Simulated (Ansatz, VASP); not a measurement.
One calculation of Sb, two programs

```
Sb
1.0
     2.17060    1.25320    3.87109
    -2.17060    1.25320    3.87109
     0.00000   -2.50640    3.87109
Sb
2
Direct
  0.23130 0.23130 0.23130
  0.76870 0.76870 0.76870
```

Alike in both runs: task single point; functional r2SCAN; k mesh 9 × 9 × 9; no spin polarisation.

```csv
,VASP,Ansatz
version,VASP 6.6.1,Ansatz 0.2.0
potentials or method,"VASP PAW PBE potentials, release 64 (Sb), cutoff 520 eV","plane waves (500 eV) with PAW, scalar-relativistic"
occupations,"methfessel-paxton of order 1, width 0.01 eV","cold, width 0.01 eV"
valence electrons in the cell,10,30
```

```csv
,VASP,Ansatz,Ansatz less VASP
pressure (GPa),0.1,0.0,-0.11
"traceless stress, the component that is largest in VASP (GPa)",-0.10,-0.06,+0.042
```

VASP's potentials were made for PBE, not for r2SCAN. VASP's potentials hold 10 valence electrons a cell and Ansatz's 30, so a difference there can come from the potentials and not from the codes.

Spin-orbit coupling is off throughout.
